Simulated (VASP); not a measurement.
**Se: single point with LDA**

Se:

```
Se
1.0
     2.87609    0.00000    0.00000
     0.00000    2.87609    0.00000
     0.00000    0.00000    2.87609
Se
1
Direct
  0.00000 0.00000 0.00000
```

This cell differs from its parent crystal: volume scaled by 1.12.

- Program: VASP 6.6.1
- Task: single point
- Functional: LDA
- Potentials or basis: VASP PAW LDA potentials, release 64 (Se)
- Cutoff: 520 eV
- k mesh: 13 × 13 × 13
- Occupations: fermi-dirac, width 0.1 eV
- Spin: no spin polarisation
- Dipole correction: no
- Further INCAR settings: ALGO = Normal; EDIFF = 1e-07; NBANDS = 9

```
Pressure               : -7.4 GPa
Band gap on the k mesh : zero (band 3 reaches 6.66 eV, above the bottom of band 4 at 1.04 eV)
```

Levels at points of the mesh, in eV from the Fermi level:
```
           k point  band 1  band 2  band 3  band 4  band 5  band 6  band 7
(0.00, 0.00, 0.00)  -15.60    1.29    1.29    1.29    7.35    7.88    7.88
```

Wall time 5.7 s on 1 thread of Intel(R) Xeon(R) Platinum 8488C (Sapphire Rapids) (shared host), peak memory 0.13 GiB.
